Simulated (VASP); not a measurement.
## Li2O: single point with PBE

Crystal: Li2O.

```xyz
3
Lattice="0.0000 2.2551 2.2551 2.2551 0.0000 2.2551 2.2551 2.2551 0.0000" Properties=species:S:1:pos:R:3 pbc="T T T"
Li    1.1275    1.1275    1.1275
Li    3.3826    3.3826    3.3826
O     0.0000    0.0000    0.0000
```

This cell differs from its parent crystal: the cell strained.

```
Program             : VASP 6.6.1
Task                : single point
Functional          : PBE
Potentials or basis : VASP PAW PBE potentials, release 64 (Li_sv, O)
Cutoff              : 750 eV
k mesh              : 8 × 8 × 8
Occupations         : gaussian, width 0.05 eV
Spin                : no spin polarisation
```

```json
{
  "Pressure": "6.8 GPa",
  "Band gap on the k mesh": "5.12 eV (least direct gap 5.82 eV)"
}
```

Levels at points of the mesh, in eV from the valence-band top:
```csv
k point,band 2,band 3,band 4,band 5,band 6,band 7,band 8,band 9,band 10,band 11
"(0.00, 0.00, 0.00)",-42.44,-15.57,0.00,0.00,0.00,5.82,12.36,12.36,12.36,19.77
"(0.50, 0.00, 0.00)",-42.63,-15.33,-2.95,-0.49,-0.49,9.69,10.55,12.47,12.47,18.70
"(0.50, 0.50, 0.00)",-42.56,-15.29,-1.66,-1.51,-1.51,5.12,14.23,14.23,15.68,16.59
```

It took 6.7 s on 1 thread of Intel(R) Xeon(R) 6975P-C (Granite Rapids), with other jobs on the host, peak memory 0.15 GiB.

Caveat: the cell differs from its parent crystal (the cell strained); the cell stands under pressure. A k mesh can miss the band edges.
